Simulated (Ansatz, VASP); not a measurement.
**Al in VASP and in Ansatz**

File INCAR:

```
PREC = Accurate
ENCUT = 520
EDIFF = 1E-7
ISMEAR = -1
SIGMA = 0.1
LREAL = F
LASPH = T
NELM = 100
ALGO = Normal
ISIF = 2
LWAVE = F
LCHARG = F
GGA = PS
NBANDS = 8
```

File KPOINTS:

```
Automatic mesh
0
Gamma
  16 16 16
```

The input POSCAR:

```
Al
1.0
    0.0000000000      1.5382496840      1.5382496840
    1.5382496840      0.0000000000      1.5382496840
    1.5382496840      1.5382496840      0.0000000000
Al
1
Direct
    0.0000000000      0.0000000000      0.0000000000
```

Input for Ansatz:

```yaml
crystal:
  lattice:
    - [0.0, 1.538249684, 1.538249684]
    - [1.538249684, 0.0, 1.538249684]
    - [1.538249684, 1.538249684, 0.0]
  atoms:
    - { symbol: Al, position: [0.0, 0.0, 0.0] }
kpoints:
  mp_grid: { grid: [16, 16, 16] }
  band_path:
    path:
      - [0.0, 0.0, 0.0]
      - [0.5, 0.0, 0.5]
      - [0.625, 0.25, 0.625]
      - [0.375, 0.375, 0.75]
      - [0.0, 0.0, 0.0]
      - [0.5, 0.5, 0.5]
      - [0.5, 0.25, 0.75]
      - [0.5, 0.0, 0.5]
    npoints: 8
scf:
  occupations: { method: fermi_dirac, width: 0.1 }
hamiltonian:
  xc: pbesol
  pseudopotentials: { kind: paw }
output:
  forces: true
  stress: true
  eigenvalues: true
  populations: true
  dos: { projected: true, de: 0.2, e_range: [-14, 8] }
  write_density: true
  write_potential: true
  elf: true
  volumetric_format: npy
```

Change from the starting cell: volume scaled by 0.45, PAW files.

Alike in both runs: task single point; functional PBEsol; k mesh 16 × 16 × 16; occupations fermi-dirac, width 0.1 eV; no spin polarisation.

|  | VASP | Ansatz |
| --- | --- | --- |
| version | VASP 6.6.1 | Ansatz 0.2.0 |
| potentials or method | VASP PAW PBE potentials, release 64 (Al) | PAW with Ansatz's default frozen-core files, scalar-relativistic |
| plane-wave cutoff (eV) | 520 | 420 |
| valence electrons in the cell | 3 | 3 |

```csv
,VASP,Ansatz,Ansatz less VASP
pressure (GPa),344.3,339.7,-4.60
```

VASP's potentials were made for PBE, not for PBEsol. Both programs put the cell under a high pressure, so it lies far from rest at this level.

Noted on VASP's run: the cell as given lies far from equilibrium.
